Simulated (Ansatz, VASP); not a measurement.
ZnCu in VASP and in Ansatz

File INCAR:

```
SYSTEM = ZnCu
ALGO = Normal ; EDIFF = 1E-7
EDIFFG = -0.02 ; ENCUT = 600
GGA = PS ; IBRION = 2
ISIF = 3 ; ISMEAR = -1
LASPH = .True. ; LCHARG = .False.
LREAL = .False. ; LWAVE = .False.
NELM = 60 ; NSW = 80
PREC = Accurate ; SIGMA = 0.05
```

Contents of KPOINTS:

```
k-points
0
Gamma
  9 9 9
  0 0 0
```

Contents of POSCAR:

```
ZnCu
1.0
    2.9450000000      0.0000000000      0.0000000000
    0.0000000000      2.9450000000      0.0000000000
    0.0000000000      0.0000000000      2.9450000000
Zn Cu
1 1
Direct
    0.5000000000      0.5000000000      0.5000000000
    0.0000000000      0.0000000000      0.0000000000
```

The input input.yaml:

```yaml
crystal:
  lattice:
    - [2.945, 0.0, 0.0]
    - [0.0, 2.945, 0.0]
    - [0.0, 0.0, 2.945]
  atoms:
    - { symbol: Zn, position: [0.5, 0.5, 0.5] }
    - { symbol: Cu, position: [0.0, 0.0, 0.0] }
kpoints:
  mp_grid: { grid: [9, 9, 9] }
scf:
  occupations: { method: fermi_dirac, width: 0.05 }
hamiltonian:
  xc: pbesol
  pseudopotentials: { kind: all_electron, lapw: { basis_error: 0.001 } }
output:
  forces: true
  stress: true
relax:
  f_tol: 0.02
  max_steps: 60
  cell: {}
```

Alike in both runs: task relaxation of cell and atoms; functional PBEsol; k mesh 9 × 9 × 9; occupations fermi-dirac, width 0.05 eV; no spin polarisation.

```csv
,VASP,Ansatz
version,VASP 6.6.1,Ansatz 0.2.0
potentials or method,"VASP PAW PBE potentials, release 64 (Zn, Cu), cutoff 600 eV","all-electron LAPW, scalar-relativistic"
```

Ansatz gave:

```
relaxed volume (Å³/atom)                                     : 12.32
relaxed cell length with the largest relative difference (Å) : 2.910
```

Problem. Estimate VASP's values.

Solution. Relaxed volume (Å³/atom): 12.38; relaxed cell length with the largest relative difference (Å): 2.915.

VASP's potentials were made for PBE, not for PBEsol. Ansatz ran all-electron here, and VASP with PAW potentials.
